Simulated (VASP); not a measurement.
Input of a VASP 6.6.1 run:

The input INCAR:

```
SYSTEM = O
ALGO = Normal
EDIFF = 1E-6
ENCUT = 520
GGA = PE
ISIF = 2
ISMEAR = -1
LASPH = .True.
LCHARG = .True.
LELF = .True.
LREAL = .False.
LVHAR = .True.
LWAVE = .False.
NBANDS = 9
NELM = 60
PREC = Accurate
SIGMA = 0.08
```

The input KPOINTS:

```
k-points
0
Gamma
  17 17 17
  0 0 0
```

Contents of POSCAR:

```
O
1.0
    2.0033276369      0.0000000000      0.0000000000
    0.0000000000      2.0033276369      0.0000000000
    0.0000000000      0.0000000000      2.0033276369
O
1
Direct
    0.0000000000      0.0000000000      0.0000000000
```

Potentials or basis: VASP PAW PBE potentials, release 64 (O).

Launch:

```console
$ cat potpaw_PBE.64/O/POTCAR > POTCAR
$ mpirun -np 1 vasp_std > vasp.out
```

Q: Predict the band gap on the k mesh.

A: Zero (bands 3 and 4 overlap by 5.48 eV).

Q: Predict the pressure.

A: -1.8 GPa.
